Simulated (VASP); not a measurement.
# ZnS (rocksalt type) (Fm-3m) in VASP: a series of runs, part 2 of 3

VASP 6.6.1. The steps go on from the part before.

### Step 3. Single point, PBE

This run uses another cell than the first one, of 16.62 Å³/atom, 1.161 times its volume.

INCAR reads:

```
SYSTEM = ZnS
  PREC = Accurate
  ENCUT = 520
  EDIFF = 1E-6
  ISMEAR = -1
  SIGMA = 0.1
  LREAL = .False.
  LASPH = .True.
  NELM = 80
  ALGO = Normal
  ISIF = 2
  LWAVE = .False.
  LCHARG = .False.
  GGA = PE
  NBANDS = 16
```

KPOINTS reads:

```
regular mesh
0
Gamma
  15 15 15
  0 0 0
```

POSCAR reads:

```
ZnS
1.0
    0.0000000000      2.5518235964      2.5518235964
    2.5518235964      0.0000000000      2.5518235964
    2.5518235964      2.5518235964      0.0000000000
Zn S
1 1
Direct
    0.0000000000      0.0000000000      0.0000000000
    0.5000000000      0.5000000000      0.5000000000
```

Potentials or basis: VASP PAW PBE potentials, release 64 (Zn, S).

Started as:

```sh
cat potpaw_PBE.64/Zn/POTCAR potpaw_PBE.64/S/POTCAR > POTCAR
mpirun -np 1 vasp_std > vasp.out
```

OUTCAR:

```text
SYSTEM = ZnS
   PREC = Accurate
   ENCUT = 520
   EDIFF = 1E-6
   ISMEAR = -1
   LREAL = .False.
   LASPH = .True.
   NELM = 80
   ISIF = 2
   GGA = PE

 ion  position               nearest neighbor table
   1  0.000  0.000  0.000-   2 2.55   2 2.55   2 2.55   2 2.55   2 2.55   2 2.55
   2  0.500  0.500  0.500-   1 2.55   1 2.55   1 2.55   1 2.55   1 2.55   1 2.55

  LATTYP: Found a face centered cubic cell.
 ALAT       =     5.1036471928

  Lattice vectors:

 A1 = (   0.0000000000,   2.5518235964,   2.5518235964)
 A2 = (   2.5518235964,   0.0000000000,   2.5518235964)
 A3 = (   2.5518235964,   2.5518235964,   0.0000000000)

Analysis of symmetry for initial positions (statically):
=====================================================================
 Subroutine PRICEL returns:
 Original cell was already a primitive cell.

 Routine SETGRP: Setting up the symmetry group for a
 face centered cubic supercell.

 Subroutine GETGRP returns: Found 48 space group operations
 (whereof 48 operations were pure point group operations)
 out of a pool of 48 trial point group operations.

The static configuration has the point symmetry O_h .

Analysis of symmetry for dynamics (positions and initial velocities):
=====================================================================
 Subroutine PRICEL returns:
 Original cell was already a primitive cell.

 Routine SETGRP: Setting up the symmetry group for a
 face centered cubic supercell.

 Subroutine GETGRP returns: Found 48 space group operations
 (whereof 48 operations were pure point group operations)
 out of a pool of 48 trial point group operations.

The dynamic configuration has the point symmetry O_h .

 Subroutine INISYM returns: Found 48 space group operations
 (whereof 48 operations are pure point group operations),
 and found     1 'primitive' translations

[... 102 lines left out ...]
   POTIM  = 0.5000    time-step for ionic-motion
   TEBEG  =    0.0;   TEEND  =   0.0 temperature during run
   PSTRESS=    0.0 pullay stress
   NELECT =      18.0000    total number of electrons
   NUPDOWN=      -1.0000    fix difference up-down
   EMIN   =  10.00;   EMAX   =-10.00  energy-range for DOS
   EFERMI =   0.00;   METHOD = LEGACY
   ISMEAR =    -1;   SIGMA  =   0.10  broadening in eV -4-tet -1-fermi 0-gaus
   EFERMI_NEDOS =   21; number of points for ismear=-14 and -15
   IALGO  =     38    algorithm
   IMIX   =      4    mixing-type and parameters
     AMIX     =   0.40;   BMIX     =  1.00
     AMIX_MAG =   1.60;   BMIX_MAG =  1.00
  volume/ion in A,a.u.               =      16.62       112.14
  Fermi-wavevector in a.u.,A,eV,Ry     =   1.334458  2.521761 24.228970  1.780779
  Thomas-Fermi vector in A             =   2.463238
   LORBIT       =      0    0 simple, 1 ext, 2 COOP (PROOUT), +10 PAW based schemes
   GGA     = PE    functional components
   LHFCALC =     F    Hartree Fock is set to
   AEXX    =    0.0000 exact exchange contribution
   IVDW    =     0    specifies the selected vdW correction
   LEPSILON=     F    determine dielectric tensor
   LRPA    =     F    only Hartree local field effects (RPA)
 non-spin polarized calculation
  energy-cutoff  :      520.00
  volume of cell :       33.23
 maximum number of plane-waves:       914
   NGX = 13   NGY = 13   NGZ = 13

 number of electron      18.0000002 magnetization

 Free energy of the ion-electron system (eV)
  ---------------------------------------------------
  ext. energy  EPLUGINS =         0.00000000
  ---------------------------------------------------
  free energy    TOTEN  =        -6.21900510 eV

  energy without entropy =       -6.21029287  energy(sigma->0) =       -6.21464898

 E-fermi :   3.9578     XC(G=0): -10.7870

 val. band max:        3.8150494644   @ k =  -0.4667   0.4667   0.0000
 cond. band min:       4.0217753189   @ k =   0.4667   0.4000   0.0000
 fundamental gap:      0.2067258545
 Fermi energy:         3.9578431691

 k-point     1 :       0.0000    0.0000    0.0000
  band No.  band energies     occupation
      1      -9.9647      2.00000
      2      -2.4573      2.00000
      3      -2.4573      2.00000
      4      -2.4429      2.00000
      5      -2.4429      2.00000
      6      -2.4429      2.00000
[... 433 lines left out ...]
      3      -2.4833      2.00000
      4      -2.4682      2.00000
      5      -2.4100      2.00000
      6      -2.3927      2.00000
[... 8 lines left out ...]
     15      15.8594      0.00000
     16      16.7706      0.00000

 [... further k-points ...]
[... 5 lines left out ...]
  --------------------------------------------------------------------------------------
  -------------------------------------------------------------------------------------
  Total        0.0278287      0.0278287      0.0278287     -0.0000000     -0.0000000     -0.0000000
  in kB        1.3415942      1.3415942      1.3415942     -0.0000000     -0.0000000     -0.0000000
  external PRESSURE =       1.3415942 kB  Pullay stress =       0.0000000 kB

 VOLUME and BASIS-vectors are now :
 -----------------------------------------------------------------------------
  energy-cutoff  :      520.00
  volume of cell :       33.23
      direct lattice vectors                 reciprocal lattice vectors
     0.000000000  2.551823596  2.551823596    -0.195938309  0.195938309  0.195938309
     2.551823596  0.000000000  2.551823596     0.195938309 -0.195938309  0.195938309
     2.551823596  2.551823596  0.000000000     0.195938309  0.195938309 -0.195938309

 POSITION                                       TOTAL-FORCE (eV/Angst)
 -----------------------------------------------------------------------------------
      0.00000      0.00000      0.00000        -0.000000     -0.000000      0.000000
      2.55182      2.55182      2.55182         0.000000      0.000000     -0.000000
 -----------------------------------------------------------------------------------
    total drift:                               -0.000000      0.000000      0.000000

  FREE ENERGIE OF THE ION-ELECTRON SYSTEM (eV)
  ---------------------------------------------------
  free  energy   TOTEN  =        -6.2190051037 eV

  energy  without entropy=       -6.2102928654  energy(sigma->0) =       -6.21464898
```

OSZICAR:

```text
N       E                     dE             d eps       ncg     rms          rms(c)
DAV:   1     0.871584187952E+02    0.87158E+02   -0.91432E+03  3880   0.144E+03
DAV:   2    -0.148511519654E+01   -0.88644E+02   -0.83023E+02  4280   0.267E+02
DAV:   3    -0.665076151228E+01   -0.51656E+01   -0.51375E+01  4856   0.611E+01
DAV:   4    -0.669725430116E+01   -0.46493E-01   -0.46485E-01  4504   0.587E+00
DAV:   5    -0.669768563795E+01   -0.43134E-03   -0.43133E-03  4968   0.580E-01    0.687E+00
DAV:   6    -0.624926097523E+01    0.44842E+00   -0.77212E-01  5456   0.281E+01    0.534E+00
DAV:   7    -0.622159863208E+01    0.27662E-01   -0.18050E-01  4664   0.406E+00    0.270E+00
DAV:   8    -0.621909502853E+01    0.25036E-02   -0.48796E-03  5232   0.899E-01    0.645E-01
DAV:   9    -0.621895378324E+01    0.14125E-03   -0.12584E-03  4840   0.300E-01    0.697E-02
DAV:  10    -0.621900650488E+01   -0.52722E-04   -0.93620E-05  4888   0.759E-02    0.204E-02
DAV:  11    -0.621900519313E+01    0.13118E-05   -0.79147E-06  4704   0.281E-02    0.430E-03
DAV:  12    -0.621900510367E+01    0.89460E-07   -0.12457E-06  3096   0.779E-03
   1 F= -.62190051E+01 E0= -.62146490E+01  d E =-.871224E-02
```

stdout:

```text
POSCAR found type information on POSCAR ZnS
 POSCAR found :  2 types and       2 ions
 scaLAPACK will be used
 LDA part: xc-table for (Slater+PW92), standard interpolation
 POSCAR, INCAR and KPOINTS ok, starting setup
 FFT: planning ... GRIDC
 FFT: planning ... GRID_SOFT
 FFT: planning ... GRID
 WAVECAR not read
 entering main loop
```

It took 22 s on 1 thread of Intel Xeon 6975P-C (Granite Rapids), shared host; peak memory 0.19 GiB.

What came out:

```yaml
Free_energy: -6.2190 eV
Pressure: 0.1 GPa
Band_gap_on_the_k_mesh: zero (band 9 reaches 3.80 eV, above the bottom of band 10 at 3.56 eV)
```

### Step 4. Relaxation of cell and atoms, PBE

This run uses another cell than the first one, of 12.58 Å³/atom, 0.879 times its volume.

INCAR reads:

```
ALGO = Normal
EDIFF = 1E-6
EDIFFG = -0.005
ENCUT = 600
GGA = PE
IBRION = 2
ISIF = 3
ISMEAR = -1
LASPH = T
LCHARG = F
LREAL = F
LWAVE = F
NELM = 80
NSW = 60
PREC = Accurate
SIGMA = 0.1
```

KPOINTS reads:

```
k-points
0
Gamma
  15 15 15
```

POSCAR reads:

```
ZnS
1.0
    0.0000000000      2.3257586486      2.3257586486
    2.3257586486      0.0000000000      2.3257586486
    2.3257586486      2.3257586486      0.0000000000
Zn S
1 1
Direct
    0.0000000000      0.0000000000      0.0000000000
    0.5000000000      0.5000000000      0.5000000000
```

Potentials or basis: VASP PAW PBE potentials, release 64 (Zn, S).

Started as:

```sh
cat potpaw_PBE.64/Zn/POTCAR potpaw_PBE.64/S/POTCAR > POTCAR
mpirun -np 1 vasp_std > vasp.out
```

OUTCAR:

```text
EDIFF = 1E-6
   EDIFFG = -0.005
   ENCUT = 600
   GGA = PE
   IBRION = 2
   ISIF = 3
   ISMEAR = -1
   LASPH = T
   LREAL = F
   NELM = 80
   NSW = 60
   PREC = Accurate

 ion  position               nearest neighbor table
   1  0.000  0.000  0.000-   2 2.33   2 2.33   2 2.33   2 2.33   2 2.33   2 2.33
   2  0.500  0.500  0.500-   1 2.33   1 2.33   1 2.33   1 2.33   1 2.33   1 2.33

  LATTYP: Found a face centered cubic cell.
 ALAT       =     4.6515172972

  Lattice vectors:

 A1 = (   0.0000000000,   2.3257586486,   2.3257586486)
 A2 = (   2.3257586486,   0.0000000000,   2.3257586486)
 A3 = (   2.3257586486,   2.3257586486,   0.0000000000)

Analysis of symmetry for initial positions (statically):
=====================================================================
 Subroutine PRICEL returns:
 Original cell was already a primitive cell.

 Routine SETGRP: Setting up the symmetry group for a
 face centered cubic supercell.

 Subroutine GETGRP returns: Found 48 space group operations
 (whereof 48 operations were pure point group operations)
 out of a pool of 48 trial point group operations.

The static configuration has the point symmetry O_h .

Analysis of symmetry for dynamics (positions and initial velocities):
=====================================================================
 Subroutine PRICEL returns:
 Original cell was already a primitive cell.

 Routine SETGRP: Setting up the symmetry group for a
 face centered cubic supercell.

 Subroutine GETGRP returns: Found 48 space group operations
 (whereof 48 operations were pure point group operations)
 out of a pool of 48 trial point group operations.

The dynamic configuration has the point symmetry O_h .

 Subroutine INISYM returns: Found 48 space group operations
 (whereof 48 operations are pure point group operations),
 and found     1 'primitive' translations

----------------------------------------------------------------------------------------

                                     Primitive cell

  volume of cell :      25.1608

[... 79 lines left out ...]
   PREC   = accura    normal or accurate (medium, high low for compatibility)
   ISTART =      0    job   : 0-new  1-cont  2-samecut
   ICHARG =      2    charge: 1-file 2-atom 10-const
   ISPIN  =      1    spin polarized calculation?
   LNONCOLLINEAR =      F non collinear calculations
   LSORBIT =      F    spin-orbit coupling
   LASPH  =      T    aspherical Exc in radial PAW
   ENCUT  =  600.0 eV  44.10 Ry    6.64 a.u.   6.57  6.57  6.57*2*pi/ulx,y,z
   NELM   =     80;   NELMIN=  2; NELMDL= -5     # of ELM steps
   EDIFF  = 0.1E-05   stopping-criterion for ELM
   LREAL  =      F    real-space projection
   EDIFFG = -.5E-02   stopping-criterion for IOM
   NSW    =     60    number of steps for IOM
   IBRION =      2    ionic relax: 0-MD 1-quasi-New 2-CG
   NFREE  =      1    steps in history (QN), initial steepest desc. (CG)
   ISIF   =      3    stress and relaxation
   ISYM   =      2    0-nonsym 1-usesym 2-fastsym
   POTIM  = 0.5000    time-step for ionic-motion
   TEBEG  =    0.0;   TEEND  =   0.0 temperature during run
   PSTRESS=    0.0 pullay stress
   NELECT =      18.0000    total number of electrons
   NUPDOWN=      -1.0000    fix difference up-down
   EMIN   =  10.00;   EMAX   =-10.00  energy-range for DOS
   EFERMI =   0.00;   METHOD = LEGACY
   ISMEAR =    -1;   SIGMA  =   0.10  broadening in eV -4-tet -1-fermi 0-gaus
   EFERMI_NEDOS =   21; number of points for ismear=-14 and -15
   IALGO  =     38    algorithm
   IMIX   =      4    mixing-type and parameters
     AMIX     =   0.40;   BMIX     =  1.00
     AMIX_MAG =   1.60;   BMIX_MAG =  1.00
  volume/ion in A,a.u.               =      12.58        84.90
  Fermi-wavevector in a.u.,A,eV,Ry     =   1.464168  2.766877 29.168021  2.143789
  Thomas-Fermi vector in A             =   2.580176
   LORBIT       =      0    0 simple, 1 ext, 2 COOP (PROOUT), +10 PAW based schemes
   GGA     = PE    functional components
   LHFCALC =     F    Hartree Fock is set to
   AEXX    =    0.0000 exact exchange contribution
   IVDW    =     0    specifies the selected vdW correction
   LEPSILON=     F    determine dielectric tensor
   LRPA    =     F    only Hartree local field effects (RPA)
 conjugate gradient relaxation of ions
 non-spin polarized calculation
  energy-cutoff  :      600.00
  volume of cell :       25.16
 maximum number of plane-waves:       872
   NGX = 13   NGY = 13   NGZ = 13

--------------------------------------- Ionic step        1  -------------------------------------------

 number of electron      17.9999992 magnetization

 Free energy of the ion-electron system (eV)
  ---------------------------------------------------
  ext. energy  EPLUGINS =         0.00000000
  ---------------------------------------------------
  free energy    TOTEN  =        -5.32734311 eV

  energy without entropy =       -5.31901244  energy(sigma->0) =       -5.32317778

 E-fermi :   7.3369     XC(G=0): -12.2177

 val. band max:        7.2967026065   @ k =   0.4000   0.4000   0.0000
 cond. band min:       7.3487502360   @ k =   0.4667   0.4000   0.0000
 fundamental gap:      0.0520476295
 Fermi energy:         7.3368848521
[... 848 lines left out ...]
--------------------------------------- Ionic step        3  -------------------------------------------

 number of electron      18.0000001 magnetization

 Free energy of the ion-electron system (eV)
  ---------------------------------------------------
  ext. energy  EPLUGINS =         0.00000000
  ---------------------------------------------------
  free energy    TOTEN  =        -6.21684942 eV

  energy without entropy =       -6.20812690  energy(sigma->0) =       -6.21248816

 E-fermi :   3.9449     XC(G=0): -10.7806

 val. band max:        3.8018979132   @ k =  -0.4667   0.4667   0.0000
 cond. band min:       4.0086485850   @ k =   0.4667   0.4000   0.0000
 fundamental gap:      0.2067506718
 Fermi energy:         3.9448943107
[... 413 lines left out ...]
  FREE ENERGIE OF THE ION-ELECTRON SYSTEM (eV)
  ---------------------------------------------------
  free  energy   TOTEN  =        -6.2168494225 eV

  energy  without entropy=       -6.2081269012  energy(sigma->0) =       -6.21248816

 reached required accuracy - stopping structural energy minimisation
```

CONTCAR:

```text
ZnS
   1.00000000000000
     0.0000000000000000    2.5529006543045383    2.5529006543045383
     2.5529006543045383    0.0000000000000000    2.5529006543045383
     2.5529006543045383    2.5529006543045383    0.0000000000000000
  Zn              S
     1     1
Direct
     0.0000000000000000    0.0000000000000000    0.0000000000000000
     0.5000000000000000    0.5000000000000000    0.5000000000000000

  0.00000000E+00  0.00000000E+00  0.00000000E+00
  0.00000000E+00  0.00000000E+00  0.00000000E+00
```

Run time: 89 s. Hardware: 1 thread of Intel Xeon Platinum 8488C (Sapphire Rapids), shared host; peak memory 0.19 GiB.

What came out:

```yaml
Free_energy: -6.2168 eV
Relaxed_volume: 16.64 Å³/atom
Relaxed_cell: a = 3.610 Å, b = 3.610 Å, c = 3.610 Å, α = 60.00°, β = 60.00°, γ = 60.00°
Space_group_after_relaxing_to_0.05_Å: Fm-3m (No. 225)
Energy_gained_by_relaxing: 444.8 meV/atom
Ionic_steps: 3
Pressure_after_relaxing: 0.0 GPa
Band_gap_on_the_k_mesh: zero (band 9 reaches 3.78 eV, above the bottom of band 10 at 3.55 eV)
```

The path:
| step | energy change (eV) | largest force (eV/Å) | pressure (GPa) | volume (Å³) |
| --- | --- | --- | --- | --- |
| 1 | 0.0000 | 0.0000 | 45.27 | 25.16 |
| 2 | -0.5988 | 0.0000 | -10.89 | 40.45 |
| 3 | -0.8895 | 0.0000 | 0.00 | 33.28 |

Final structure:
```
Zn S
1.0
     0.00000    2.55290    2.55290
     2.55290    0.00000    2.55290
     2.55290    2.55290    0.00000
Zn S
1 1
Direct
  0.00000 0.00000 0.00000
  0.50000 0.50000 0.50000
```

Levels at points of the mesh, in eV from the Fermi level:
```tsv
k point	band 5	band 6	band 7	band 8	band 9	band 10	band 11	band 12	band 13
(0.00, 0.00, 0.00)	-6.40	-6.40	-0.74	-0.74	-0.74	1.62	8.91	8.91	8.91
```

Caveat: the volume moved by over 15 % at a fixed basis, so the end points are rough.

(Part 2 of 3 ends here.)
